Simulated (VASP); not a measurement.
# Pt (Immm) in VASP: notebook, part 2 of 2

VASP 6.6.1. Earlier steps stand in the parts before.

### Step 3. Single point, PBE (strain +0.0450 x Voigt [0, 0, 0, 1, 0, 0])

INCAR

```
ALGO = Fast
EDIFF = 1E-6
ENCUT = 520
GGA = PE
ISIF = 2
ISMEAR = 0
LASPH = T
LCHARG = F
LREAL = F
LWAVE = F
NBANDS = 11
NELM = 60
PREC = Accurate
SIGMA = 0.15
```

KPOINTS

```
k-points
0
Gamma
  10 10 10
```

POSCAR

```
Pt
1.0
    0.0000000000      2.0019527500      2.0019527500
    1.9579000000      0.0440527500      1.9579000000
    1.9579000000      1.9579000000      0.0440527500
Pt
1
Direct
    0.0000000000      0.0000000000      0.0000000000
```

Potentials or basis: VASP PAW PBE potentials, release 64 (Pt).

Run with:

```bash
$ cat potpaw_PBE.64/Pt/POTCAR > POTCAR
$ mpirun -np 1 vasp_std > vasp.out
```

OUTCAR:

```text
EDIFF = 1E-6
   ENCUT = 520
   GGA = PE
   ISIF = 2
   ISMEAR = 0
   LASPH = T
   LREAL = F
   NELM = 60
   PREC = Accurate

 ion  position               nearest neighbor table
   1  0.000  0.000  0.000-

  LATTYP: Found a body centered orthorhombic cell.
 ALAT       =     2.7065887373
 B/A-ratio  =     1.0460358056
 C/A-ratio  =     1.4467657927

  Lattice vectors:

 A1 = (  -1.9579000000,   1.9579000000,   0.0440527500)
 A2 = (  -1.9579000000,  -1.9579000000,  -0.0440527500)
 A3 = (   1.9579000000,   0.0440527500,   1.9579000000)

Analysis of symmetry for initial positions (statically):
=====================================================================
 Subroutine PRICEL returns:
 Original cell was already a primitive cell.

 Routine SETGRP: Setting up the symmetry group for a
 body centered orthorhombic supercell.

 Subroutine GETGRP returns: Found  8 space group operations
 (whereof  8 operations were pure point group operations)
 out of a pool of  8 trial point group operations.

The static configuration has the point symmetry D_2h.

Analysis of symmetry for dynamics (positions and initial velocities):
=====================================================================
 Subroutine PRICEL returns:
 Original cell was already a primitive cell.

 Routine SETGRP: Setting up the symmetry group for a
 body centered orthorhombic supercell.

 Subroutine GETGRP returns: Found  8 space group operations
 (whereof  8 operations were pure point group operations)
 out of a pool of  8 trial point group operations.

The dynamic configuration has the point symmetry D_2h.

 Subroutine INISYM returns: Found  8 space group operations
 (whereof  8 operations are pure point group operations),
 and found     1 'primitive' translations

----------------------------------------------------------------------------------------

                                     Primitive cell

  volume of cell :      15.0031

  direct lattice vectors                    reciprocal lattice vectors
     0.000000000  2.001952750  2.001952750    -0.255375658  0.249756144  0.249756144
     1.957900000  0.044052750  1.957900000     0.255375658 -0.261253870  0.261253870
     1.957900000  1.957900000  0.044052750     0.255375658  0.261253870 -0.261253870

  length of vectors
     2.831188730  2.769239149  2.769239149     0.435858910  0.449136834  0.449136834

  position of ions in fractional coordinates (direct lattice)
     0.000000000  0.000000000  0.000000000

  ion indices of the primitive-cell ions
   primitive index   ion index
                 1           1

----------------------------------------------------------------------------------------

 KPOINTS: k-points

Automatic generation of k-mesh.
 Grid dimensions read from file:
 generate k-points for:   10   10   10

 Generating k-lattice:

  Cartesian coordinates                     Fractional coordinates (reciprocal lattice)
    -0.025537566  0.024975614  0.024975614     0.100000000  0.000000000  0.000000000
     0.025537566 -0.026125387  0.026125387     0.000000000  0.100000000  0.000000000
     0.025537566  0.026125387 -0.026125387     0.000000000  0.000000000  0.100000000

  Length of vectors
     0.043585891  0.044913683  0.044913683

  Shift w.r.t. Gamma in fractional coordinates (k-lattice)
     0.000000000  0.000000000  0.000000000

 Subroutine IBZKPT returns following result:
 ===========================================

 Found    171 irreducible k-points:

 Following reciprocal coordinates:
            Coordinates               Weight
  0.000000  0.000000  0.000000      1.000000
  0.100000  0.000000  0.000000      4.000000
  0.200000  0.000000  0.000000      4.000000
  0.300000  0.000000  0.000000      4.000000
  0.400000  0.000000  0.000000      4.000000
  0.500000  0.000000  0.000000      2.000000
[... 16 lines left out ...]
 -0.400000  0.200000 -0.000000      8.000000
 -0.300000  0.200000 -0.000000      8.000000
 [... further k-points ...]
   k-points           NKPTS =    171   k-points in BZ     NKDIM =    171   number of bands    NBANDS=     11
   number of dos      NEDOS =    301   number of ions     NIONS =      1
   total plane-waves  NPLWV =  13824
   dimension x,y,z NGX =    24 NGY =   24 NGZ =   24
   dimension x,y,z NGXF=    48 NGYF=   48 NGZF=   48
   ions per type =               1
   NGX,Y,Z   is equivalent  to a cutoff of  14.09, 14.41, 14.41 a.u.
   NGXF,Y,Z  is equivalent  to a cutoff of  28.19, 28.82, 28.82 a.u.
 SYSTEM =  unknown system
   PREC   = accura    normal or accurate (medium, high low for compatibility)
   ISTART =      0    job   : 0-new  1-cont  2-samecut
   ICHARG =      2    charge: 1-file 2-atom 10-const
   ISPIN  =      1    spin polarized calculation?
   LNONCOLLINEAR =      F non collinear calculations
   LSORBIT =      F    spin-orbit coupling
   LASPH  =      T    aspherical Exc in radial PAW
   ENCUT  =  520.0 eV  38.22 Ry    6.18 a.u.   5.26  5.15  5.15*2*pi/ulx,y,z
   NELM   =     60;   NELMIN=  2; NELMDL= -5     # of ELM steps
   EDIFF  = 0.1E-05   stopping-criterion for ELM
   LREAL  =      F    real-space projection
   EDIFFG = 0.1E-04   stopping-criterion for IOM
   NSW    =      0    number of steps for IOM
   IBRION =     -1    ionic relax: 0-MD 1-quasi-New 2-CG
   NFREE  =      0    steps in history (QN), initial steepest desc. (CG)
   ISIF   =      2    stress and relaxation
   ISYM   =      2    0-nonsym 1-usesym 2-fastsym
   POTIM  = 0.5000    time-step for ionic-motion
   TEBEG  =    0.0;   TEEND  =   0.0 temperature during run
   PSTRESS=    0.0 pullay stress
   NELECT =      10.0000    total number of electrons
   NUPDOWN=      -1.0000    fix difference up-down
   EMIN   =  10.00;   EMAX   =-10.00  energy-range for DOS
   EFERMI =   0.00;   METHOD = LEGACY
   ISMEAR =     0;   SIGMA  =   0.15  broadening in eV -4-tet -1-fermi 0-gaus
   EFERMI_NEDOS =   21; number of points for ismear=-14 and -15
   IALGO  =     68    algorithm
   IMIX   =      4    mixing-type and parameters
     AMIX     =   0.40;   BMIX     =  1.00
     AMIX_MAG =   1.60;   BMIX_MAG =  1.00
  volume/ion in A,a.u.               =      15.00       101.25
  Fermi-wavevector in a.u.,A,eV,Ry     =   1.430038  2.702380 27.824039  2.045009
  Thomas-Fermi vector in A             =   2.549927
   LORBIT       =      0    0 simple, 1 ext, 2 COOP (PROOUT), +10 PAW based schemes
   GGA     = PE    functional components
   LHFCALC =     F    Hartree Fock is set to
   AEXX    =    0.0000 exact exchange contribution
   IVDW    =     0    specifies the selected vdW correction
   LEPSILON=     F    determine dielectric tensor
   LRPA    =     F    only Hartree local field effects (RPA)
 non-spin polarized calculation
 RMM-DIIS sequential band-by-band and
 Gauss-broadening in eV      SIGMA  =   0.15
  energy-cutoff  :      520.00
  volume of cell :       15.00
 maximum number of plane-waves:       415
 NGX is ok and might be reduce to    24
   NGX = 11   NGY = 11   NGZ = 11

 number of electron      10.0000000 magnetization

 Free energy of the ion-electron system (eV)
  ---------------------------------------------------
  ext. energy  EPLUGINS =         0.00000000
  ---------------------------------------------------
  free energy    TOTEN  =        -6.06134754 eV

  energy without entropy =       -6.04349218  energy(sigma->0) =       -6.05241986

 E-fermi :  11.3796     XC(G=0): -13.5199

 val. band max:       11.3749503093   @ k =   0.1000   0.4000  -0.0000
 cond. band min:      11.3836325935   @ k =   0.0000   0.5000   0.5000
 fundamental gap:      0.0086822842
 Fermi energy:        11.3796273087

 k-point     1 :       0.0000    0.0000    0.0000
  band No.  band energies     occupation
      1       1.0891      2.00000
      2       7.2830      2.00000
      3       7.4762      2.00000
      4       7.8291      2.00000
      5       9.7391      2.00000
      6       9.7605      2.00000
      7      25.9620      0.00000
      8      30.2729      0.00000
      9      31.0179      0.00000
     10      31.7415      0.00000
     11      36.3540      0.00000
[... 309 lines left out ...]
 k-point    24 :      -0.3000    0.2000   -0.0000
  band No.  band energies     occupation
      1       5.1784      2.00000
      2       6.9851      2.00000
      3       7.2468      2.00000
      4       8.4636      2.00000
      5       9.9127      2.00000
      6      13.2251      0.00000
      7      20.7580      0.00000
      8      25.8438      0.00000
      9      28.7949      0.00000
     10      32.5516      0.00000
     11      34.5543      0.00000

 [... further k-points ...]

------------------------ aborting loop because EDIFF is reached ----------------------------------------

  FORCE on cell =-STRESS in cart. coord.  units (eV):
  Direction    XX          YY          ZZ          XY          YZ          ZX
  --------------------------------------------------------------------------------------
  -------------------------------------------------------------------------------------
  Total        0.9895563      1.1659356      1.1659356      0.0000000     -0.3834020      0.0000000
  in kB      105.6743295    124.5098049    124.5098049      0.0000000    -40.9433530      0.0000000
  external PRESSURE =     118.2313131 kB  Pullay stress =       0.0000000 kB

 VOLUME and BASIS-vectors are now :
 -----------------------------------------------------------------------------
  energy-cutoff  :      520.00
  volume of cell :       15.00
      direct lattice vectors                 reciprocal lattice vectors
     0.000000000  2.001952750  2.001952750    -0.255375658  0.249756144  0.249756144
     1.957900000  0.044052750  1.957900000     0.255375658 -0.261253870  0.261253870
     1.957900000  1.957900000  0.044052750     0.255375658  0.261253870 -0.261253870

 POSITION                                       TOTAL-FORCE (eV/Angst)
 -----------------------------------------------------------------------------------
      0.00000      0.00000      0.00000         0.000000      0.000000     -0.000000
 -----------------------------------------------------------------------------------
    total drift:                               -0.000000      0.000000     -0.000000

  FREE ENERGIE OF THE ION-ELECTRON SYSTEM (eV)
  ---------------------------------------------------
  free  energy   TOTEN  =        -6.0613475368 eV

  energy  without entropy=       -6.0434921770  energy(sigma->0) =       -6.05241986
```

OSZICAR:

```text
N       E                     dE             d eps       ncg     rms          rms(c)
DAV:   1     0.395409439873E+02    0.39541E+02   -0.53730E+03  3842   0.845E+02
DAV:   2    -0.583409103638E+01   -0.45375E+02   -0.43647E+02  4322   0.178E+02
DAV:   3    -0.643385963243E+01   -0.59977E+00   -0.59464E+00  4385   0.192E+01
DAV:   4    -0.643620538995E+01   -0.23458E-02   -0.23456E-02  4335   0.143E+00
DAV:   5    -0.643622396851E+01   -0.18579E-04   -0.18579E-04  4431   0.117E-01    0.132E+01
RMM:   6    -0.610360351726E+01    0.33262E+00   -0.32637E-01  3787   0.490E+00    0.702E+00
RMM:   7    -0.606475149231E+01    0.38852E-01   -0.70742E-02  3973   0.245E+00    0.253E+00
RMM:   8    -0.606154963914E+01    0.32019E-02   -0.81142E-03  3974   0.796E-01    0.542E-01
RMM:   9    -0.606133082781E+01    0.21881E-03   -0.75859E-04  4351   0.241E-01    0.506E-02
RMM:  10    -0.606134494941E+01   -0.14122E-04   -0.12128E-04  4504   0.829E-02    0.602E-02
RMM:  11    -0.606134720083E+01   -0.22514E-05   -0.18612E-05  4315   0.287E-02    0.917E-03
RMM:  12    -0.606134753679E+01   -0.33596E-06   -0.50799E-06  3625   0.167E-02
   1 F= -.60613475E+01 E0= -.60524199E+01  d E =-.178554E-01
```

stdout:

```text
POSCAR found type information on POSCAR Pt
 POSCAR found :  1 types and       1 ions
 scaLAPACK will be used
 LDA part: xc-table for (Slater+PW92), standard interpolation
 POSCAR, INCAR and KPOINTS ok, starting setup
 FFT: planning ... GRIDC
 FFT: planning ... GRID_SOFT
 FFT: planning ... GRID
 WAVECAR not read
 entering main loop
```

Run time: 17 s. Hardware: 1 thread of Intel Xeon Platinum 8375C at 2.90GHz (Ice Lake), shared host; peak memory 0.16 GiB.

What came out:

```yaml
Free_energy: -6.0613 eV
Pressure: 11.8 GPa
Band_gap_on_the_k_mesh: zero (band 5 reaches 11.92 eV, above the bottom of band 6 at 9.59 eV)
```

Stress tensor (GPa, compression positive):
```
10.57  0.00  0.00
 0.00 12.45 -4.09
 0.00 -4.09 12.45
```

Levels at points of the mesh, in eV from the Fermi level:
| k point | band 3 | band 4 | band 5 | band 6 | band 7 | band 8 |
| --- | --- | --- | --- | --- | --- | --- |
| (0.00, 0.00, 0.00) | -3.90 | -3.55 | -1.64 | -1.62 | 14.58 | 18.89 |
| (0.50, 0.00, 0.00) | -3.61 | -0.69 | -0.16 | 0.11 | 5.57 | 14.34 |
| (0.00, 0.50, 0.00) | -3.67 | -0.31 | -0.05 | 0.20 | 6.22 | 14.01 |
| (0.50, 0.50, 0.00) | -0.06 | 0.47 | 0.54 | 1.77 | 8.96 | 11.40 |
| (0.00, 0.50, 0.50) | 0.00 | 0.46 | 0.52 | 1.75 | 8.92 | 10.57 |

Caveat: the cell differs from its parent crystal (strain +0.0450 x Voigt [0, 0, 0, 1, 0, 0]); spin-orbit coupling is left out, which moves the levels of the heavy elements.

### Step 4. Single point, PBE (strain -0.0300 x Voigt [0, 0, 0, 1, 0, 0])

INCAR

```
SYSTEM = Pt
PREC = Accurate ; ENCUT = 520
EDIFF = 1E-6 ; ISMEAR = 0
SIGMA = 0.15 ; LREAL = .FALSE.
LASPH = .TRUE. ; NELM = 60
ALGO = Normal ; ISIF = 2
LWAVE = .FALSE. ; LCHARG = .FALSE.
GGA = PE ; NBANDS = 11
```

KPOINTS

```
regular mesh
0
G
  10 10 10
  0 0 0
```

POSCAR

```
Pt
1.0
    0.0000000000      1.9285315000      1.9285315000
    1.9579000000     -0.0293685000      1.9579000000
    1.9579000000      1.9579000000     -0.0293685000
Pt
1
Direct
    0.0000000000      0.0000000000      0.0000000000
```

Run with:

```bash
$ cat potpaw_PBE.64/Pt/POTCAR > POTCAR
$ mpirun -np 1 vasp_std > vasp.out
```

It took 15 s on 1 thread of Intel Xeon Platinum 8375C at 2.90GHz (Ice Lake), shared host; peak memory 0.15 GiB.

The run converged. Its results:

- Free energy: -6.0665 eV
- Pressure: 11.5 GPa
- Band gap on the k mesh: zero (band 5 reaches 11.89 eV, above the bottom of band 6 at 9.61 eV)

Stress tensor (GPa, compression positive):
```
10.92  0.00  0.00
 0.00 11.77  2.73
 0.00  2.73 11.77
```

Levels at points of the mesh, in eV from the Fermi level:
```
           k point  band 1  band 2  band 3  band 4  band 5  band 6  band 7  band 8  band 9  band 10
(0.00, 0.00, 0.00)  -10.29   -4.01   -3.87   -3.65   -1.65   -1.64   14.60   19.12   19.62    20.10
(0.50, 0.00, 0.00)   -7.35   -4.09   -3.75   -0.38   -0.03    0.14    6.09   14.06   18.57    18.99
(0.00, 0.50, 0.00)   -7.44   -4.06   -3.71   -0.64   -0.10    0.08    5.66   14.29   19.02    19.45
(0.50, 0.50, 0.00)   -7.15   -6.69   -0.04    0.48    0.51    1.76    8.94   11.39   11.40    20.19
(0.00, 0.50, 0.50)   -7.16   -6.68   -0.01    0.47    0.51    1.75    8.92   10.84   11.96    20.14
```

Caveat: the cell differs from its parent crystal (strain -0.0300 x Voigt [0, 0, 0, 1, 0, 0]); spin-orbit coupling is left out, which moves the levels of the heavy elements.

### Step 5. The runs side by side

| cell | gap on the mesh (eV) | pressure (GPa) |
| --- | --- | --- |
| a = 2.686, b = 2.770, c = 2.770 Å, angles 62.0, 61.0, 61.0°, 1 atom | none | 12.3 |
| a = 2.831, b = 2.769, c = 2.769 Å, angles 58.5, 59.3, 59.3°, 1 atom | none | 11.8 |
| a = 2.727, b = 2.769, c = 2.769 Å, angles 61.0, 60.5, 60.5°, 1 atom | none | 11.5 |

Alike in all rows: task single point; level PBE; potentials or basis VASP PAW PBE potentials, release 64 (Pt); no spin polarisation; k mesh 10 × 10 × 10; cutoff (eV) 520; smearing gaussian 0.15 eV.

Caveats: spin-orbit coupling is left out, which moves the levels of the heavy elements.

Absolute energies hang on the potentials; compare differences alone.
